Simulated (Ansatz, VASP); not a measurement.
# One calculation of AlGa5As6, two programs

The input INCAR:

```
SYSTEM = AlGa5As6
PREC = Accurate ; ENCUT = 500
EDIFF = 1E-7 ; ISMEAR = 0
SIGMA = 0.02 ; LREAL = .False.
LASPH = .True. ; NELM = 120
ALGO = Normal ; ISIF = 3
LWAVE = .False. ; LCHARG = .False.
GGA = PE ; IBRION = 2
NSW = 100 ; EDIFFG = -0.01
GGA_COMPAT = .False. ; NELMIN = 4
KPAR = 4
```

Contents of KPOINTS:

```
regular mesh
0
Gamma
  6 6 6
  0 0 0
```

The input POSCAR:

```
AlGa5As6
1.0
    7.0098547370      0.0000000000      0.0000000000
   -3.5049273685      6.0707122791      0.0000000000
    0.0000000000      0.0000000000      6.6632850265
Al Ga As
1 5 6
Direct
    0.0000000000      0.0000000000      0.0005261256
    0.6666666667      0.3333333333      0.0007591520
    0.3333333333      0.6666666667      0.0007591520
    0.3332371399      0.0000000000      0.5012493613
    0.0000000000      0.3332371399      0.5012493613
    0.6667628601      0.6667628601      0.5012493613
    0.0000000000      0.0000000000      0.3737026307
    0.6666666667      0.3333333333      0.3751384387
    0.3333333333      0.6666666667      0.3751384387
    0.3326703093      0.0000000000      0.8754093461
    0.0000000000      0.3326703093      0.8754093461
    0.6673296907      0.6673296907      0.8754093461
```

Input for Ansatz:

```yaml
crystal:
  lattice:
    - [7.009854737, 0.0, 0.0]
    - [-3.5049273685, 6.0707122791, 0.0]
    - [0.0, 0.0, 6.6632850265]
  atoms:
    - { symbol: Al, position: [0.0, 0.0, 0.0005261256] }
    - { symbol: Ga, position: [0.6666666667, 0.3333333333, 0.000759152] }
    - { symbol: Ga, position: [0.3333333333, 0.6666666667, 0.000759152] }
    - { symbol: Ga, position: [0.3332371399, 0.0, 0.5012493613] }
    - { symbol: Ga, position: [0.0, 0.3332371399, 0.5012493613] }
    - { symbol: Ga, position: [0.6667628601, 0.6667628601, 0.5012493613] }
    - { symbol: As, position: [0.0, 0.0, 0.3737026307] }
    - { symbol: As, position: [0.6666666667, 0.3333333333, 0.3751384387] }
    - { symbol: As, position: [0.3333333333, 0.6666666667, 0.3751384387] }
    - { symbol: As, position: [0.3326703093, 0.0, 0.8754093461] }
    - { symbol: As, position: [0.0, 0.3326703093, 0.8754093461] }
    - { symbol: As, position: [0.6673296907, 0.6673296907, 0.8754093461] }
basis:
  ecutwfc: 420
kpoints:
  mp_grid: { grid: [6, 6, 6] }
hamiltonian:
  xc: pbe
scf:
  occupations: { method: gaussian, width: 0.02 }
output:
  forces: true
  stress: true
  eigenvalues: true
  write_density: true
  write_potential: true
  elf: true
  volumetric_format: npy
relax:
  adjacent_minimum: "off"
  f_tol: 0.01
  max_steps: 80
  cell: { stress_tol: 0.05 }
```

Alike in both runs: task relaxation of cell and atoms; functional PBE; k mesh 6 × 6 × 6; occupations gaussian, width 0.02 eV; no spin polarisation.

```csv
,VASP,Ansatz
version,VASP 6.6.1,Ansatz 0.2.0
potentials or method,"VASP PAW PBE potentials, release 64 (Al, Ga_d, As), cutoff 500 eV","scalar-relativistic, plane waves, PAW"
valence electrons in the cell,98,158
```

|  | VASP | Ansatz | Ansatz less VASP |
| --- | --- | --- | --- |
| gap on the k mesh at the Fermi level, each at its own relaxed structure (eV) | 0.38 | 0.39 | +0.014 |
| relaxed volume (Å³/atom) | 23.73 | 23.66 | -0.062 |
| relaxed cell length with the largest relative difference (Å) | 7.018 | 7.011 | -0.0070 |

VASP's potentials hold 98 valence electrons a cell and Ansatz's 158, so a difference there can come from the potentials and not from the codes.
